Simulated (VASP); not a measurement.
# Ti3Se (P-6m2) in VASP: notebook

Ti3Se is run at these levels: PBEsol+U, LDA; tasks: single point.

Program: VASP 6.6.1. These are calculated values, not measurements. Logs are shortened: lines on timing, memory, paths and dates and some standing lists are left out, and cuts for length are marked.

**1. The cell of the first run**

The structure is hexagonal, space group P-6m2 (No. 187). Conventional cell: a = 3.197 Å, b = 3.197 Å, c = 7.943 Å, α = 90.00°, β = 90.00°, γ = 120.00°. Se (site symmetry -6m2) has 6 Ti at 2.58 Å and 6 Se at 3.20 Å within 3.4 Å. Ti (site symmetry -6m2) has 12 Ti at 2.85 to 3.20 Å within 3.8 Å. Within 3.4 Å of Ti (site symmetry 3m) lie 3 Se at 2.58 Å and 9 Ti at 2.85 to 3.20 Å.

**2. Single point, PBEsol+U**

File INCAR:

```
PREC = Accurate
ENCUT = 520
EDIFF = 1E-6
ISMEAR = -1
SIGMA = 0.05
LREAL = F
LASPH = T
NELM = 150
ALGO = Normal
ISIF = 2
LWAVE = F
LCHARG = F
LMAXMIX = 4
LDAU = T
LDAUTYPE = 2
LDAUL = -1 2
LDAUU = 0 6
LDAUJ = 0 0
LDAUPRINT = 1
GGA = PS
NBANDS = 29
```

File KPOINTS:

```
regular mesh
0
Gamma
  10 10 4
```

File POSCAR:

```
Ti3Se
1.0
    3.1974455988      0.0000000000      0.0000000000
   -1.5987227994      2.7690691158      0.0000000000
    0.0000000000      0.0000000000      7.9427450000
Se Ti
1 3
Direct
    0.0000000000      0.0000000000      0.0000000000
    0.6666666667      0.3333333333      0.5000000000
    0.3333333333      0.6666666667      0.7729020000
    0.3333333333      0.6666666667      0.2270980000
```

Potentials or basis: VASP PAW PBE potentials, release 64 (Se, Ti_sv).

Started as:

```sh
> cat potpaw_PBE.64/Se/POTCAR potpaw_PBE.64/Ti_sv/POTCAR > POTCAR
> mpirun -np 1 vasp_std > vasp.out
```

OUTCAR:

```text
PREC = Accurate
   ENCUT = 520
   EDIFF = 1E-6
   ISMEAR = -1
   LREAL = F
   LASPH = T
   NELM = 150
   ISIF = 2
   GGA = PS

 ion  position               nearest neighbor table
   1  0.000  0.000  0.000-   3 2.58   4 2.58   3 2.58   4 2.58   3 2.58   4 2.58
   2  0.667  0.333  0.500-   3 2.85   4 2.85   3 2.85   4 2.85   3 2.85   4 2.85
   3  0.333  0.667  0.773-   1 2.58   1 2.58   1 2.58   2 2.85   2 2.85   2 2.85
   4  0.333  0.667  0.227-   1 2.58   1 2.58   1 2.58   2 2.85   2 2.85   2 2.85

  LATTYP: Found a hexagonal cell.
 ALAT       =     3.1974455988
 C/A-ratio  =     2.4840907389

  Lattice vectors:

 A1 = (   3.1974455988,   0.0000000000,   0.0000000000)
 A2 = (  -1.5987227994,   2.7690691158,   0.0000000000)
 A3 = (   0.0000000000,   0.0000000000,   7.9427450000)

Analysis of symmetry for initial positions (statically):
=====================================================================
 Subroutine PRICEL returns:
 Original cell was already a primitive cell.

 Routine SETGRP: Setting up the symmetry group for a
 hexagonal supercell.

 Subroutine GETGRP returns: Found 12 space group operations
 (whereof 12 operations were pure point group operations)
 out of a pool of 24 trial point group operations.

The static configuration has the point symmetry D_3h.

Analysis of symmetry for dynamics (positions and initial velocities):
=====================================================================
 Subroutine PRICEL returns:
 Original cell was already a primitive cell.

 Routine SETGRP: Setting up the symmetry group for a
 hexagonal supercell.

 Subroutine GETGRP returns: Found 12 space group operations
 (whereof 12 operations were pure point group operations)
 out of a pool of 24 trial point group operations.

The dynamic configuration has the point symmetry D_3h.

 Subroutine INISYM returns: Found 12 space group operations
 (whereof 12 operations are pure point group operations),
 and found     1 'primitive' translations

----------------------------------------------------------------------------------------

                                     Primitive cell

  volume of cell :      70.3247

  direct lattice vectors                    reciprocal lattice vectors
     3.197445599  0.000000000  0.000000000     0.312749653  0.180566096  0.000000000
    -1.598722799  2.769069116  0.000000000     0.000000000  0.361132192  0.000000000
     0.000000000  0.000000000  7.942745000     0.000000000  0.000000000  0.125901058

  length of vectors
     3.197445599  3.197445599  7.942745000     0.361132192  0.361132192  0.125901058

  position of ions in fractional coordinates (direct lattice)
     0.000000000  0.000000000  0.000000000
     0.666666667  0.333333333  0.500000000
     0.333333333  0.666666667  0.772902000
     0.333333333  0.666666667  0.227098000

  ion indices of the primitive-cell ions
   primitive index   ion index
                 1           1
                 2           2
                 3           3
                 4           4

----------------------------------------------------------------------------------------

 KPOINTS: regular mesh

Automatic generation of k-mesh.
 Grid dimensions read from file:
 generate k-points for:   10   10    4

 Generating k-lattice:

  Cartesian coordinates                     Fractional coordinates (reciprocal lattice)
     0.031274965  0.018056610  0.000000000     0.100000000 -0.000000000  0.000000000
     0.000000000  0.036113219  0.000000000     0.000000000  0.100000000  0.000000000
     0.000000000  0.000000000  0.031475265     0.000000000  0.000000000  0.250000000

  Length of vectors
     0.036113219  0.036113219  0.031475265

  Shift w.r.t. Gamma in fractional coordinates (k-lattice)
     0.000000000  0.000000000  0.000000000

 Subroutine IBZKPT returns following result:
 ===========================================

 Found     42 irreducible k-points:

 Following reciprocal coordinates:
            Coordinates               Weight
  0.000000  0.000000  0.000000      1.000000
  0.100000  0.000000  0.000000      6.000000
  0.200000  0.000000  0.000000      6.000000
  0.300000 -0.000000  0.000000      6.000000
  0.400000  0.000000  0.000000      6.000000
  0.500000 -0.000000  0.000000      3.000000
[... 16 lines left out ...]
  0.300000  0.100000  0.250000     24.000000
  0.400000  0.100000  0.250000     24.000000
 [... further k-points ...]
   k-points           NKPTS =     42   k-points in BZ     NKDIM =     42   number of bands    NBANDS=     29
   number of dos      NEDOS =    301   number of ions     NIONS =      4
   total plane-waves  NPLWV =  34560
   dimension x,y,z NGX =    24 NGY =   24 NGZ =   60
   dimension x,y,z NGXF=    48 NGYF=   48 NGZF=  120
   ions per type =               1   3
   NGX,Y,Z   is equivalent  to a cutoff of  12.48, 12.48, 12.56 a.u.
   NGXF,Y,Z  is equivalent  to a cutoff of  24.96, 24.96, 25.12 a.u.
 SYSTEM =  unknown system
   PREC   = accura    normal or accurate (medium, high low for compatibility)
   ISTART =      0    job   : 0-new  1-cont  2-samecut
   ICHARG =      2    charge: 1-file 2-atom 10-const
   ISPIN  =      1    spin polarized calculation?
   LNONCOLLINEAR =      F non collinear calculations
   LSORBIT =      F    spin-orbit coupling
   LASPH  =      T    aspherical Exc in radial PAW
   ENCUT  =  520.0 eV  38.22 Ry    6.18 a.u.   5.95  5.95 14.77*2*pi/ulx,y,z
   NELM   =    150;   NELMIN=  2; NELMDL= -5     # of ELM steps
   EDIFF  = 0.1E-05   stopping-criterion for ELM
   LREAL  =      F    real-space projection
   EDIFFG = 0.1E-04   stopping-criterion for IOM
   NSW    =      0    number of steps for IOM
   IBRION =     -1    ionic relax: 0-MD 1-quasi-New 2-CG
   NFREE  =      0    steps in history (QN), initial steepest desc. (CG)
   ISIF   =      2    stress and relaxation
   ISYM   =      2    0-nonsym 1-usesym 2-fastsym
   POTIM  = 0.5000    time-step for ionic-motion
   TEBEG  =    0.0;   TEEND  =   0.0 temperature during run
   PSTRESS=    0.0 pullay stress
   NELECT =      42.0000    total number of electrons
   NUPDOWN=      -1.0000    fix difference up-down
   EMIN   =  10.00;   EMAX   =-10.00  energy-range for DOS
   EFERMI =   0.00;   METHOD = LEGACY
   ISMEAR =    -1;   SIGMA  =   0.05  broadening in eV -4-tet -1-fermi 0-gaus
   EFERMI_NEDOS =   21; number of points for ismear=-14 and -15
   IALGO  =     38    algorithm
   IMIX   =      4    mixing-type and parameters
     AMIX     =   0.40;   BMIX     =  1.00
     AMIX_MAG =   1.60;   BMIX_MAG =  1.00
  volume/ion in A,a.u.               =      17.58       118.64
  Fermi-wavevector in a.u.,A,eV,Ry     =   1.378654  2.605279 25.860428  1.900688
  Thomas-Fermi vector in A             =   2.503696
   LORBIT       =      0    0 simple, 1 ext, 2 COOP (PROOUT), +10 PAW based schemes
 LDA+U is selected, type is set to LDAUTYPE =  2
   angular momentum for each species LDAUL =    -1    2
   U (eV)           for each species LDAUU =   0.0  6.0
   J (eV)           for each species LDAUJ =   0.0  0.0
   GGA     = PS    functional components
   LHFCALC =     F    Hartree Fock is set to
   AEXX    =    0.0000 exact exchange contribution
   IVDW    =     0    specifies the selected vdW correction
   LEPSILON=     F    determine dielectric tensor
   LRPA    =     F    only Hartree local field effects (RPA)
 non-spin polarized calculation
  energy-cutoff  :      520.00
  volume of cell :       70.32
 maximum number of plane-waves:      1918
 NGX is ok and might be reduce to    24
   NGX = 11   NGY = 11   NGZ = 29

atom =   2  type =  2  l = 2

 onsite density matrix

spin component  1

  0.1447 -0.0000  0.0000  0.0000  0.0000
 -0.0000  0.1655 -0.0000 -0.0000  0.0000
  0.0000 -0.0000  0.1730  0.0000  0.0000
  0.0000 -0.0000  0.0000  0.1655  0.0000
  0.0000  0.0000  0.0000  0.0000  0.1447

spin component  2

  0.1447 -0.0000  0.0000  0.0000  0.0000
 -0.0000  0.1655 -0.0000 -0.0000  0.0000
  0.0000 -0.0000  0.1730  0.0000  0.0000
  0.0000 -0.0000  0.0000  0.1655  0.0000
  0.0000  0.0000  0.0000  0.0000  0.1447
[... 67 lines left out ...]
 occupancies and eigenvectors

  o =  0.1320  v =  0.4017  0.0000  0.0000  0.9158  0.0000  0.0000  0.0000  0.0000  0.0000  0.0000      0.0000  0.0000  0.0000  0.0000  0.0000  0.0000  0.0000  0.0000  0.0000  0.0000
  o =  0.1320  v =  0.0000  0.0000  0.0000  0.0000  0.0000  0.4017  0.0000  0.0000  0.9158  0.0000      0.0000  0.0000  0.0000  0.0000  0.0000  0.0000  0.0000  0.0000  0.0000  0.0000
  o =  0.1320  v =  0.0000  0.9158 -0.0000 -0.0000  0.4017  0.0000  0.0000  0.0000  0.0000  0.0000      0.0000  0.0000  0.0000  0.0000  0.0000  0.0000  0.0000  0.0000  0.0000  0.0000
  o =  0.1320  v =  0.0000  0.0000  0.0000  0.0000  0.0000  0.0000  0.9158 -0.0000 -0.0000  0.4017      0.0000  0.0000  0.0000  0.0000  0.0000  0.0000  0.0000  0.0000  0.0000  0.0000
  o =  0.1872  v =  0.0000  0.0000  0.0000  0.0000  0.0000  0.0000  0.0000  1.0000 -0.0000 -0.0000      0.0000  0.0000  0.0000  0.0000  0.0000  0.0000  0.0000  0.0000  0.0000  0.0000
  o =  0.1872  v =  0.0000  0.0000  1.0000 -0.0000 -0.0000  0.0000  0.0000  0.0000  0.0000  0.0000      0.0000  0.0000  0.0000  0.0000  0.0000  0.0000  0.0000  0.0000  0.0000  0.0000
  o =  0.1971  v = -0.9158  0.0000  0.0000  0.4017  0.0000  0.0000  0.0000  0.0000  0.0000  0.0000      0.0000  0.0000  0.0000  0.0000  0.0000  0.0000  0.0000  0.0000  0.0000  0.0000
  o =  0.1971  v =  0.0000  0.0000  0.0000  0.0000  0.0000 -0.9158  0.0000  0.0000  0.4017  0.0000      0.0000  0.0000  0.0000  0.0000  0.0000  0.0000  0.0000  0.0000  0.0000  0.0000
  o =  0.1971  v =  0.0000  0.4017 -0.0000  0.0000 -0.9158  0.0000  0.0000  0.0000  0.0000  0.0000      0.0000  0.0000  0.0000  0.0000  0.0000  0.0000  0.0000  0.0000  0.0000  0.0000
  o =  0.1971  v =  0.0000  0.0000  0.0000  0.0000  0.0000  0.0000  0.4017 -0.0000  0.0000 -0.9158      0.0000  0.0000  0.0000  0.0000  0.0000  0.0000  0.0000  0.0000  0.0000  0.0000

 number of electron      42.0000000 magnetization

 Free energy of the ion-electron system (eV)
  ---------------------------------------------------
  ext. energy  EPLUGINS =         0.00000000
  ---------------------------------------------------
  free energy    TOTEN  =       -17.82113440 eV

  energy without entropy =      -17.79789981  energy(sigma->0) =      -17.80951710

 E-fermi :   8.7694     XC(G=0): -11.5425

 val. band max:        8.7684593171   @ k =   0.1000   0.0000   0.5000
 cond. band min:       8.7732977703   @ k =   0.3000   0.2000   0.0000
 fundamental gap:      0.0048384532
 Fermi energy:         8.7694030206

 k-point     1 :       0.0000    0.0000    0.0000
  band No.  band energies     occupation
      1     -49.9647      2.00000
      2     -49.9479      2.00000
      3     -49.7775      2.00000
      4     -26.4735      2.00000
      5     -26.4000      2.00000
      6     -26.0962      2.00000
[... 757 lines left out ...]
     28      11.4463      0.00000
     29      11.6851      0.00000

 [... further k-points ...]

------------------------ aborting loop because EDIFF is reached ----------------------------------------

  FORCE on cell =-STRESS in cart. coord.  units (eV):
  Direction    XX          YY          ZZ          XY          YZ          ZX
  --------------------------------------------------------------------------------------
  -------------------------------------------------------------------------------------
  Total        1.8109827      1.8109827      3.6614515      0.0000000      0.0000000      0.0000000
  in kB       41.2588679     41.2588679     83.4173304      0.0000000      0.0000000      0.0000000
  external PRESSURE =      55.3116887 kB  Pullay stress =       0.0000000 kB

 VOLUME and BASIS-vectors are now :
 -----------------------------------------------------------------------------
  energy-cutoff  :      520.00
  volume of cell :       70.32
      direct lattice vectors                 reciprocal lattice vectors
     3.197445599  0.000000000  0.000000000     0.312749653  0.180566096  0.000000000
    -1.598722799  2.769069116  0.000000000     0.000000000  0.361132192  0.000000000
     0.000000000  0.000000000  7.942745000     0.000000000  0.000000000  0.125901058

 POSITION                                       TOTAL-FORCE (eV/Angst)
 -----------------------------------------------------------------------------------
      0.00000      0.00000      0.00000         0.000000     -0.000000      0.000000
      1.59872      0.92302      3.97137         0.000000      0.000000      0.000000
     -0.00000      1.84605      6.13896        -0.000000     -0.000000      0.179217
     -0.00000      1.84605      1.80378        -0.000000     -0.000000     -0.179217
 -----------------------------------------------------------------------------------
    total drift:                                0.000000     -0.000000     -0.000000

  FREE ENERGIE OF THE ION-ELECTRON SYSTEM (eV)
  ---------------------------------------------------
  free  energy   TOTEN  =       -17.8211343963 eV

  energy  without entropy=      -17.7978998065  energy(sigma->0) =      -17.80951710
```

Wall time 79 s (1 thread of Intel Xeon Platinum 8488C (Sapphire Rapids), shared host); peak memory 0.22 GiB.

Results:

```
Free energy            : -17.8211 eV
Pressure               : 5.5 GPa
Largest force          : 0.179 eV/Å
Band gap on the k mesh : zero (bands 21 and 22 overlap by 0.81 eV)
```

Forces in eV/Å, atoms in the order of the input:
```
Se   0.000  0.000  0.000
Ti   0.000  0.000  0.000
Ti   0.000  0.000  0.179
Ti   0.000  0.000 -0.179
```

Stress tensor (GPa, compression positive):
```
4.13 0.00 0.00
0.00 4.13 0.00
0.00 0.00 8.34
```

Eigenvalues of the final occupation matrices:
| site | spin | trace | eigenvalues |
| --- | --- | --- | --- |
| site 2 d | 1 | 0.79 | 0.14 0.14 0.17 0.17 0.17 |
| site 2 d | 2 | 0.79 | 0.14 0.14 0.17 0.17 0.17 |
| site 3 d | 1 | 0.85 | 0.13 0.13 0.19 0.20 0.20 |
| site 3 d | 2 | 0.85 | 0.13 0.13 0.19 0.20 0.20 |
| site 4 d | 1 | 0.85 | 0.13 0.13 0.19 0.20 0.20 |
| site 4 d | 2 | 0.85 | 0.13 0.13 0.19 0.20 0.20 |

Caveat: the cell stands under pressure; the PAW data sets were made with another functional, which shifts forces and pressure a little; U without spin polarisation on a metal has little footing.

**3. Single point, LDA (16.53 Å³/atom)**

This run uses another cell than the first one, of 16.53 Å³/atom.

File INCAR:

```
SYSTEM = Ti3Se
ALGO = Normal
EDIFF = 1E-7
ENCUT = 520
ISIF = 2
ISMEAR = -1
LASPH = .TRUE.
LCHARG = .FALSE.
LREAL = .FALSE.
LWAVE = .FALSE.
NBANDS = 29
NELM = 100
PREC = Accurate
SIGMA = 0.05
```

File KPOINTS:

```
k-points
0
G
  10 10 4
  0 0 0
```

File POSCAR:

```
Ti3Se
1.0
    3.1321732920      0.0000000000      0.0000000000
   -1.5660866460      2.7125416399      0.0000000000
    0.0000000000      0.0000000000      7.7806026671
Se Ti
1 3
Direct
    0.0000000000      0.0000000000      0.0000000000
    0.6666666667      0.3333333333      0.5000000000
    0.3333333333      0.6666666667      0.7729020000
    0.3333333333      0.6666666667      0.2270980000
```

Potentials or basis: VASP PAW LDA potentials, release 64 (Se, Ti_sv).

Started as:

```sh
> cat potpaw_LDA.64/Se/POTCAR potpaw_LDA.64/Ti_sv/POTCAR > POTCAR
> mpirun -np 1 vasp_std > vasp.out
```

Run time: 2.2 min. Hardware: 1 thread of Intel Xeon 8259CL, shared host; peak memory 0.2 GiB.

It converged, with:

* Free energy: -31.9319 eV
* Pressure: -0.8 GPa
* Largest force: 0.127 eV/Å
* Band gap on the k mesh: zero (bands 21 and 22 overlap by 0.55 eV)

Forces in eV/Å, atoms in the order of the input:
```
Se   0.000  0.000  0.000
Ti   0.000  0.000  0.000
Ti   0.000  0.000 -0.127
Ti   0.000  0.000  0.127
```

Stress tensor (GPa, compression positive):
```
-0.62  0.00  0.00
 0.00 -0.62  0.00
 0.00  0.00 -1.01
```

Levels at points of the mesh, in eV from the Fermi level:
```tsv
k point	band 18	band 19	band 20	band 21	band 22	band 23	band 24	band 25
(0.00, 0.00, 0.00)	-1.32	0.00	0.14	0.14	0.29	0.29	1.08	1.12
(0.50, 0.00, 0.00)	-1.91	-1.65	-0.55	-0.43	0.18	0.88	0.94	2.49
(0.00, 0.00, 0.50)	-1.41	-0.63	0.39	0.39	0.64	0.64	0.72	1.06
(0.50, 0.00, 0.50)	-1.66	-1.54	-0.92	-0.87	0.72	0.91	1.07	1.32
```

**4. Single point, LDA (16.88 Å³/atom)**

This run uses another cell than the first one, of 16.88 Å³/atom.

File INCAR:

```
SYSTEM = Ti3Se
  ALGO = Normal
  EDIFF = 1E-6
  ENCUT = 520
  ISIF = 2
  ISMEAR = -1
  LASPH = .TRUE.
  LCHARG = .FALSE.
  LREAL = .FALSE.
  LWAVE = .FALSE.
  NBANDS = 29
  NELM = 80
  PREC = Accurate
  SIGMA = 0.05
```

KPOINTS is that of step 3.

File POSCAR:

```
Ti3Se
1.0
    3.1542315771      0.0000000000      0.0000000000
   -1.5771157886      2.7316446752      0.0000000000
    0.0000000000      0.0000000000      7.8353974489
Se Ti
1 3
Direct
    0.0000000000      0.0000000000      0.0000000000
    0.6666666667      0.3333333333      0.5000000000
    0.3333333333      0.6666666667      0.7729020000
    0.3333333333      0.6666666667      0.2270980000
```

Started as:

```sh
> cat potpaw_LDA.64/Se/POTCAR potpaw_LDA.64/Ti_sv/POTCAR > POTCAR
> mpirun -np 1 vasp_std > vasp.out
```

Run time: 2.1 min. Hardware: 1 thread of Intel Xeon 8259CL, shared host; peak memory 0.2 GiB.

Results (log left out):

- Free energy: -31.9142 eV
- Pressure: -3.4 GPa
- Largest force: 0.048 eV/Å
- Band gap on the k mesh: zero (bands 21 and 22 overlap by 0.54 eV)

Forces in eV/Å, atoms in the order of the input:
```
Se   0.000  0.000  0.000
Ti   0.000  0.000  0.000
Ti   0.000  0.000 -0.048
Ti   0.000  0.000  0.048
```

Stress tensor (GPa, compression positive):
```
-3.09  0.00  0.00
 0.00 -3.09  0.00
 0.00  0.00 -3.87
```

Levels at points of the mesh, in eV from the Fermi level:
```tsv
k point	band 18	band 19	band 20	band 21	band 22	band 23	band 24	band 25
(0.00, 0.00, 0.00)	-1.32	-0.03	0.15	0.15	0.29	0.29	1.03	1.10
(0.50, 0.00, 0.00)	-1.86	-1.62	-0.56	-0.42	0.18	0.86	0.91	2.42
(0.00, 0.00, 0.50)	-1.40	-0.62	0.39	0.39	0.62	0.62	0.68	1.04
(0.50, 0.00, 0.50)	-1.62	-1.52	-0.89	-0.87	0.68	0.89	1.04	1.29
```

Caveat: the cell stands under tension.

(Continued in part 2 of 2.)
